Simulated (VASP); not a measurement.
Set up this calculation in VASP 6.6.1, as the native input.

* Task: single point
* Functional: PBEsol
* Potentials or basis: VASP PAW PBE potentials, release 64 (Zr_sv, S)
* Cutoff: 520 eV
* k mesh: 16 × 16 × 16
* Occupations: gaussian, width 0.15 eV
* Spin: no spin polarisation
* Dipole correction: no
* Further INCAR settings: ALGO = Normal; EDIFF = 1e-06; NBANDS = 16

The structure of ZrS lies in POSCAR:

```
ZrS
1.0
    0.0000000000      2.5593750000      2.5593750000
    2.6250000000     -0.0656250000      2.6250000000
    2.6250000000      2.6250000000     -0.0656250000
Zr S
1 1
Direct
    0.0000000000      0.0000000000      0.0000000000
    0.5000000000      0.5000000000      0.5000000000
```

This cell differs from its parent crystal: strain -0.0500 x Voigt [0, 0, 0, 1, 0, 0].

These files were run (other wordings do the same):

INCAR

```
SYSTEM = ZrS
PREC = Accurate
ENCUT = 520
EDIFF = 1E-6
ISMEAR = 0
SIGMA = 0.15
LREAL = .False.
LASPH = .True.
NELM = 60
ALGO = Normal
ISIF = 2
LWAVE = .False.
LCHARG = .False.
GGA = PS
NBANDS = 16
```

KPOINTS

```
Automatic mesh
0
Gamma
  16 16 16
  0 0 0
```

Potentials or basis: VASP PAW PBE potentials, release 64 (Zr_sv, S).

Run with:

```sh
$ cat potpaw_PBE.64/Zr_sv/POTCAR potpaw_PBE.64/S/POTCAR > POTCAR
$ mpirun -np 1 vasp_std > vasp.out
```

Results of the run:

```
Pressure               : -6.2 GPa
Band gap on the k mesh : zero (bands 9 and 10 overlap by 2.76 eV)
```

Caveat: the cell differs from its parent crystal (strain -0.0500 x Voigt [0, 0, 0, 1, 0, 0]); the cell stands under tension; the PAW data sets were made with another functional, which shifts forces and pressure a little.

Wall time 3.2 min on 1 thread of AMD EPYC 9R45 (Zen 5), on a shared host, peak memory 0.4 GiB.
